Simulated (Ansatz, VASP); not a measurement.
## Two plane-wave programs on BAs

File INCAR:

```
PREC = Accurate ; ENCUT = 500
EDIFF = 1E-6 ; ISMEAR = -1
SIGMA = 0.05 ; LREAL = False
LASPH = True ; NELM = 120
ALGO = Normal ; ISIF = 2
LWAVE = False ; LCHARG = True
GGA = PE ; LELF = True
LVHAR = True ; NBANDS = 11
GGA_COMPAT = False
```

Contents of KPOINTS:

```
regular mesh
0
Gamma
  9 9 9
```

The input POSCAR:

```
BAs
1.0
    2.9729845598      0.0000000000      0.0000000000
    0.0000000000      2.9729845598      0.0000000000
    0.0000000000      0.0000000000      2.9729845598
B As
1 1
Direct
    0.5000000000      0.5000000000      0.5000000000
    0.0000000000      0.0000000000      0.0000000000
```

The input input.yaml:

```yaml
crystal:
  lattice:
    - [2.9729845598, 0.0, 0.0]
    - [0.0, 2.9729845598, 0.0]
    - [0.0, 0.0, 2.9729845598]
  atoms:
    - { symbol: B, position: [0.5, 0.5, 0.5] }
    - { symbol: As, position: [0.0, 0.0, 0.0] }
hamiltonian:
  xc: pbe
  pseudopotentials: { kind: paw, azcp: { folder: soft_1 } }
kpoints:
  mp_grid: { grid: [9, 9, 9] }
scf:
  occupations: { method: fermi_dirac, width: 0.05 }
output:
  forces: true
  stress: true
  eigenvalues: true
  write_density: true
  write_potential: true
  elf: true
  volumetric_format: npy
```

Alike in both runs: task single point; functional PBE; k mesh 9 × 9 × 9; occupations fermi-dirac, width 0.05 eV; no spin polarisation.

```csv
,VASP,Ansatz
version,VASP 6.6.1,Ansatz 0.2.0
potentials or method,"VASP PAW PBE potentials, release 64 (B, As)",Ansatz PAW soft_1
plane-wave cutoff (eV),500,420
valence electrons in the cell,8,18
```

Ansatz gave:

```
gap on the k mesh at the Fermi level (eV) : none
pressure (GPa)                            : -3.3
```

Which values does VASP return?

gap on the k mesh at the Fermi level (eV): none; pressure (GPa): -3.2.

A gap of «none» marks a metal or a gap that the smearing closes. VASP's potentials hold 8 valence electrons a cell and Ansatz's 18, so a difference there can come from the potentials and not from the codes.
